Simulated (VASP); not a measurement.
# Ge in VASP: a series of runs

The runs below take Ge through single point, with PBE.

Program: VASP 6.6.1. These are calculated values, not measurements. Logs are shortened: lines on timing, memory, paths and dates and some standing lists are left out, and cuts for length are marked.

## (1) The cell of the first run

The cell holds a slab with vacuum, 2 atoms: a = 3.921 Å, b = 3.921 Å, c = 28.000 Å, α = 90.00°, β = 90.00°, γ = 120.00°.

## (2) Single point, PBE

INCAR

```
ALGO     = Normal         # electronic algorithm
DIPOL    = 0.5 0.5 0.500
EDIFF    = 1E-6           # SCF threshold, eV
ENCUT    = 520            # plane-wave cutoff, eV
GGA      = PE             # functional
IDIPOL   = 3            
ISIF     = 2              # what is computed and relaxed
ISMEAR   = 0              # smearing method
LASPH    = T              # aspherical terms in the spheres
LCHARG   = F              # write CHGCAR
LDIPOL   = T            
LREAL    = F              # projectors in reciprocal space
LWAVE    = F              # write WAVECAR
NBANDS   = 21             # bands
NELM     = 100            # most SCF steps
PREC     = Accurate       # precision mode
SIGMA    = 0.1            # smearing width, eV
```

KPOINTS

```
k-points
0
Gamma
  12 12 1
```

POSCAR

```
Ge
1.0
    3.9210000000      0.0000000000      0.0000000000
   -1.9605000000      3.3956856082      0.0000000000
    0.0000000000      0.0000000000     28.0000000000
Ge
2
Direct
    0.3333333333      0.6666666667      0.5129821429
    0.6666666667      0.3333333333      0.4870178571
```

Potentials or basis: VASP PAW PBE potentials, release 64 (Ge_d).

On the command line:

```bash
cat potpaw_PBE.64/Ge_d/POTCAR > POTCAR
mpirun -np 1 vasp_std > vasp.out
```

OUTCAR:

```text
EDIFF = 1E-6
   ENCUT = 520
   GGA = PE
   ISIF = 2
   ISMEAR = 0
   LASPH = T
   LREAL = F
   NELM = 100
   PREC = Accurate

 ion  position               nearest neighbor table
   1  0.333  0.667  0.513-   2 2.38   2 2.38   2 2.38
   2  0.667  0.333  0.487-   1 2.38   1 2.38   1 2.38

  LATTYP: Found a hexagonal cell.
 ALAT       =     3.9210000000
 C/A-ratio  =     7.1410354501

  Lattice vectors:

 A1 = (   3.9210000000,   0.0000000000,   0.0000000000)
 A2 = (  -1.9605000000,   3.3956856082,   0.0000000000)
 A3 = (   0.0000000000,   0.0000000000,  28.0000000000)

Analysis of symmetry for initial positions (statically):
=====================================================================
 Subroutine PRICEL returns:
 Original cell was already a primitive cell.

 Routine SETGRP: Setting up the symmetry group for a
 hexagonal supercell.

 Subroutine GETGRP returns: Found 12 space group operations
 (whereof 12 operations were pure point group operations)
 out of a pool of 24 trial point group operations.

The static configuration has the point symmetry D_3d.

Analysis of symmetry for dynamics (positions and initial velocities):
=====================================================================
 Subroutine PRICEL returns:
 Original cell was already a primitive cell.

 Routine SETGRP: Setting up the symmetry group for a
 hexagonal supercell.

 Subroutine GETGRP returns: Found 12 space group operations
 (whereof 12 operations were pure point group operations)
 out of a pool of 24 trial point group operations.

The dynamic configuration has the point symmetry D_3d.

 Subroutine INISYM returns: Found 12 space group operations
 (whereof 12 operations are pure point group operations),
 and found     1 'primitive' translations

----------------------------------------------------------------------------------------

                                     Primitive cell

  volume of cell :     372.8055

  direct lattice vectors                    reciprocal lattice vectors
     3.921000000  0.000000000  0.000000000     0.255036980  0.147245669  0.000000000
    -1.960500000  3.395685608  0.000000000     0.000000000  0.294491339  0.000000000
     0.000000000  0.000000000 28.000000000     0.000000000  0.000000000  0.035714286

  length of vectors
     3.921000000  3.921000000 28.000000000     0.294491339  0.294491339  0.035714286

  position of ions in fractional coordinates (direct lattice)
     0.333333333  0.666666667  0.512982143
     0.666666667  0.333333333  0.487017857

  ion indices of the primitive-cell ions
   primitive index   ion index
                 1           1
                 2           2

----------------------------------------------------------------------------------------

 KPOINTS: k-points

Automatic generation of k-mesh.
 Grid dimensions read from file:
 generate k-points for:   12   12    1

 Generating k-lattice:

  Cartesian coordinates                     Fractional coordinates (reciprocal lattice)
     0.021253082  0.012270472  0.000000000     0.083333333  0.000000000  0.000000000
     0.000000000  0.024540945  0.000000000     0.000000000  0.083333333  0.000000000
     0.000000000  0.000000000  0.035714286     0.000000000  0.000000000  1.000000000

  Length of vectors
     0.024540945  0.024540945  0.035714286

  Shift w.r.t. Gamma in fractional coordinates (k-lattice)
     0.000000000  0.000000000  0.000000000

 Subroutine IBZKPT returns following result:
 ===========================================

 Found     19 irreducible k-points:

 Following reciprocal coordinates:
            Coordinates               Weight
  0.000000  0.000000  0.000000      1.000000
  0.083333 -0.000000  0.000000      6.000000
  0.166667 -0.000000  0.000000      6.000000
  0.250000 -0.000000  0.000000      6.000000
  0.333333 -0.000000  0.000000      6.000000
  0.416667 -0.000000  0.000000      6.000000
[... 11 lines left out ...]
  0.333333  0.250000  0.000000     12.000000
  0.333333  0.333333  0.000000      2.000000
   k-points           NKPTS =     19   k-points in BZ     NKDIM =     19   number of bands    NBANDS=     21
   number of dos      NEDOS =    301   number of ions     NIONS =      2
   total plane-waves  NPLWV = 189000
   dimension x,y,z NGX =    30 NGY =   30 NGZ =  210
   dimension x,y,z NGXF=    60 NGYF=   60 NGZF=  420
   ions per type =               2
   NGX,Y,Z   is equivalent  to a cutoff of  12.72, 12.72, 12.47 a.u.
   NGXF,Y,Z  is equivalent  to a cutoff of  25.44, 25.44, 24.94 a.u.
 SYSTEM =  unknown system
   PREC   = accura    normal or accurate (medium, high low for compatibility)
   ISTART =      0    job   : 0-new  1-cont  2-samecut
   ICHARG =      2    charge: 1-file 2-atom 10-const
   ISPIN  =      1    spin polarized calculation?
   LNONCOLLINEAR =      F non collinear calculations
   LSORBIT =      F    spin-orbit coupling
   LASPH  =      T    aspherical Exc in radial PAW
   ENCUT  =  520.0 eV  38.22 Ry    6.18 a.u.   7.29  7.29 52.06*2*pi/ulx,y,z
   NELM   =    100;   NELMIN=  2; NELMDL= -5     # of ELM steps
   EDIFF  = 0.1E-05   stopping-criterion for ELM
   LREAL  =      F    real-space projection
   EDIFFG = 0.1E-04   stopping-criterion for IOM
   NSW    =      0    number of steps for IOM
   IBRION =     -1    ionic relax: 0-MD 1-quasi-New 2-CG
   NFREE  =      0    steps in history (QN), initial steepest desc. (CG)
   ISIF   =      2    stress and relaxation
   ISYM   =      2    0-nonsym 1-usesym 2-fastsym
   POTIM  = 0.5000    time-step for ionic-motion
   TEBEG  =    0.0;   TEEND  =   0.0 temperature during run
   PSTRESS=    0.0 pullay stress
   NELECT =      28.0000    total number of electrons
   NUPDOWN=      -1.0000    fix difference up-down
   EMIN   =  10.00;   EMAX   =-10.00  energy-range for DOS
   EFERMI =   0.00;   METHOD = LEGACY
   ISMEAR =     0;   SIGMA  =   0.10  broadening in eV -4-tet -1-fermi 0-gaus
   EFERMI_NEDOS =   21; number of points for ismear=-14 and -15
   IALGO  =     38    algorithm
   IMIX   =      4    mixing-type and parameters
     AMIX     =   0.40;   BMIX     =  1.00
     AMIX_MAG =   1.60;   BMIX_MAG =  1.00
  volume/ion in A,a.u.               =     186.40      1257.91
  Fermi-wavevector in a.u.,A,eV,Ry     =   0.690717  1.305266  6.491201  0.477090
  Thomas-Fermi vector in A             =   1.772164
   LORBIT       =      0    0 simple, 1 ext, 2 COOP (PROOUT), +10 PAW based schemes
   GGA     = PE    functional components
   LHFCALC =     F    Hartree Fock is set to
   AEXX    =    0.0000 exact exchange contribution
   IVDW    =     0    specifies the selected vdW correction
   LEPSILON=     F    determine dielectric tensor
   LRPA    =     F    only Hartree local field effects (RPA)
 non-spin polarized calculation
 Gauss-broadening in eV      SIGMA  =   0.10
  energy-cutoff  :      520.00
  volume of cell :      372.81
 maximum number of plane-waves:     10099
 NGX is ok and might be reduce to    30
   NGX = 15   NGY = 15   NGZ =105

 number of electron      28.0000018 magnetization

 dipolmoment           0.000000      0.000000     -0.000000 electrons x Angstroem

 Free energy of the ion-electron system (eV)
  ---------------------------------------------------
  ext. energy  EPLUGINS =         0.00000000
  ---------------------------------------------------
  free energy    TOTEN  =        -8.02375429 eV

  energy without entropy =       -8.02215042  energy(sigma->0) =       -8.02295235

 E-fermi :  -3.3543     XC(G=0):  -1.6904

 val. band max:       -3.3548837996   @ k =   0.3333   0.3333   0.0000
 cond. band min:      -2.8386449984   @ k =   0.3333   0.2500   0.0000
 fundamental gap:      0.5162388012
 Fermi energy:        -3.3542918192

 k-point     1 :       0.0000    0.0000    0.0000
  band No.  band energies     occupation
      1     -27.7695      2.00000
      2     -27.7695      2.00000
      3     -27.7012      2.00000
      4     -27.7012      2.00000
      5     -27.6814      2.00000
      6     -27.6283      2.00000
[... 13 lines left out ...]
     20       1.0736      0.00000
     21       1.5367      0.00000

 k-point     2 :       0.0833   -0.0000    0.0000
  band No.  band energies     occupation
      1     -27.7728      2.00000
      2     -27.7719      2.00000
      3     -27.7052      2.00000
      4     -27.6965      2.00000
      5     -27.6751      2.00000
      6     -27.6234      2.00000
[... 13 lines left out ...]
     20       1.1751      0.00000
     21       1.5441      0.00000

 k-point     3 :       0.1667   -0.0000    0.0000
  band No.  band energies     occupation
      1     -27.7792      2.00000
      2     -27.7771      2.00000
      3     -27.7139      2.00000
      4     -27.6855      2.00000
      5     -27.6641      2.00000
      6     -27.6088      2.00000
[... 13 lines left out ...]
     20       1.8008      0.00000
     21       1.9133      0.00000

 k-point     4 :       0.2500   -0.0000    0.0000
  band No.  band energies     occupation
      1     -27.7832      2.00000
      2     -27.7818      2.00000
      3     -27.7245      2.00000
      4     -27.6728      2.00000
      5     -27.6575      2.00000
      6     -27.5864      2.00000
[... 13 lines left out ...]
     20       2.3526      0.00000
     21       2.4991      0.00000

 k-point     5 :       0.3333   -0.0000    0.0000
  band No.  band energies     occupation
      1     -27.7847      2.00000
      2     -27.7823      2.00000
      3     -27.7363      2.00000
      4     -27.6619      2.00000
      5     -27.6568      2.00000
      6     -27.5623      2.00000
[... 13 lines left out ...]
     20       2.9628      0.00000
     21       3.0974      0.00000
[... 262 lines left out ...]
     20       4.2972      0.00000
     21       4.4720      0.00000

 k-point    17 :       0.2500    0.2500    0.0000
  band No.  band energies     occupation
      1     -27.8031      2.00000
      2     -27.7714      2.00000
      3     -27.7500      2.00000
      4     -27.6550      2.00000
      5     -27.6068      2.00000
      6     -27.5780      2.00000
[... 13 lines left out ...]
     20       3.3358      0.00000
     21       3.5575      0.00000

 k-point    18 :       0.3333    0.2500    0.0000
  band No.  band energies     occupation
      1     -27.8070      2.00000
      2     -27.7664      2.00000
      3     -27.7576      2.00000
      4     -27.6456      2.00000
      5     -27.6022      2.00000
      6     -27.5733      2.00000
[... 13 lines left out ...]
     20       4.1439      0.00000
     21       4.2318      0.00000

 k-point    19 :       0.3333    0.3333    0.0000
  band No.  band energies     occupation
      1     -27.8097      2.00000
      2     -27.7623      2.00000
      3     -27.7623      2.00000
      4     -27.6416      2.00000
      5     -27.5832      2.00000
      6     -27.5748      2.00000
[... 13 lines left out ...]
     20       3.8808      0.00000
     21       3.9883      0.00000

------------------------ aborting loop because EDIFF is reached ----------------------------------------

 vacuum level on the upper side and lower side of the slab       (xc-potential included)        -0.005        -0.005

  FORCE on cell =-STRESS in cart. coord.  units (eV):
  Direction    XX          YY          ZZ          XY          YZ          ZX
  --------------------------------------------------------------------------------------
  -------------------------------------------------------------------------------------
  Total        1.8282220      1.8282220     -0.0062845      0.0000000      0.0000000      0.0000000
  in kB        7.8570075      7.8570075     -0.0270083      0.0000000      0.0000000      0.0000000
  external PRESSURE =       5.2290022 kB  Pullay stress =       0.0000000 kB

 VOLUME and BASIS-vectors are now :
 -----------------------------------------------------------------------------
  energy-cutoff  :      520.00
  volume of cell :      372.81
      direct lattice vectors                 reciprocal lattice vectors
     3.921000000  0.000000000  0.000000000     0.255036980  0.147245669  0.000000000
    -1.960500000  3.395685608  0.000000000     0.000000000  0.294491339  0.000000000
     0.000000000  0.000000000 28.000000000     0.000000000  0.000000000  0.035714286

 POSITION                                       TOTAL-FORCE (eV/Angst)
 -----------------------------------------------------------------------------------
     -0.00000      2.26379     14.36350         0.000000      0.000000      0.005632
      1.96050      1.13190     13.63650        -0.000000     -0.000000     -0.005632
 -----------------------------------------------------------------------------------
    total drift:                                0.000000      0.000000     -0.000000

  FREE ENERGIE OF THE ION-ELECTRON SYSTEM (eV)
  ---------------------------------------------------
  free  energy   TOTEN  =        -8.0237542872 eV

  energy  without entropy=       -8.0221504179  energy(sigma->0) =       -8.02295235

 vacuum level on the upper side and lower side of the slab         1.087         1.087
```

Run time: 2.1 min. Hardware: 1 thread of AMD EPYC 9R45 (Zen 5), shared host; peak memory 0.44 GiB.

What came out:

```
Free energy            : -8.0238 eV
Largest force          : 0.006 eV/Å
Band gap on the k mesh : zero (filled and empty bands touch)
```

Forces on the atoms (eV/Å):
```
Ge   0.000  0.000  0.006
Ge   0.000  0.000 -0.006
```

(Continued in part 2 of 2.)
